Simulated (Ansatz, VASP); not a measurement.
# Cu in VASP and in Ansatz

The input INCAR:

```
SYSTEM = Cu
PREC     = Accurate       ! precision mode
ENCUT    = 600            ! plane-wave cutoff, eV
EDIFF    = 1E-7           ! SCF threshold, eV
ISMEAR   = 0              ! smearing method
SIGMA    = 0.1            ! smearing width, eV
LREAL    = .FALSE.        ! projectors in reciprocal space
LASPH    = .TRUE.         ! aspherical terms in the spheres
NELM     = 100            ! most SCF steps
ALGO     = Normal         ! electronic algorithm
ISIF     = 3              ! what is computed and relaxed
LWAVE    = .FALSE.        ! write WAVECAR
LCHARG   = .FALSE.        ! write CHGCAR
GGA      = PE             ! functional
IBRION   = 2              ! ionic algorithm
NSW      = 90             ! ionic steps
EDIFFG   = -0.04          ! ionic threshold
```

The input KPOINTS:

```
regular mesh
0
G
  9 9 9
  0 0 0
```

Contents of POSCAR:

```
Cu
1.0
    1.3357136028      0.7711746081      6.4554200298
   -1.3357136028      0.7711746081      6.4554200298
    0.0000000000     -1.5423492163      6.4554200298
Cu
3
Direct
    0.0000000000      0.0000000000      0.0000000000
    0.2222200000      0.2222200000      0.2222200000
    0.7777800000      0.7777800000      0.7777800000
```

Input for Ansatz:

```yaml
crystal:
  lattice:
    - [1.3357136028, 0.7711746081, 6.4554200298]
    - [-1.3357136028, 0.7711746081, 6.4554200298]
    - [0.0, -1.5423492163, 6.4554200298]
  atoms:
    - { symbol: Cu, position: [0.0, 0.0, 0.0] }
    - { symbol: Cu, position: [0.22222, 0.22222, 0.22222] }
    - { symbol: Cu, position: [0.77778, 0.77778, 0.77778] }
basis:
  ecutwfc: 420
kpoints:
  mp_grid: { grid: [9, 9, 9] }
hamiltonian:
  xc: pbe
scf:
  occupations: { method: gaussian, width: 0.1 }
  lower_state_search: "off"
output:
  forces: true
  stress: true
  eigenvalues: true
relax:
  adjacent_minimum: "off"
  f_tol: 0.04
  max_steps: 70
  cell: { stress_tol: 0.4 }
```

Alike in both runs: task relaxation of cell and atoms; functional PBE; k mesh 9 × 9 × 9; occupations gaussian, width 0.1 eV; no spin polarisation.

```csv
,VASP,Ansatz
version,VASP 6.6.1,Ansatz 0.2.0
potentials or method,"VASP PAW PBE potentials, release 64 (Cu), cutoff 600 eV","scalar-relativistic, plane waves, PAW"
valence electrons in the cell,33,57
```

|  | VASP | Ansatz | Ansatz less VASP |
| --- | --- | --- | --- |
| gap on the k mesh at the Fermi level, each at its own relaxed structure (eV) | none | none | - |
| relaxed volume (Å³/atom) | 12.01 | 11.95 | -0.067 |
| relaxed cell length with the largest relative difference (Å) | 6.493 | 6.502 | +0.0088 |

A gap of «none» marks a metal or a gap that the smearing closes. VASP's potentials hold 33 valence electrons a cell and Ansatz's 57, so a difference there can come from the potentials and not from the codes.
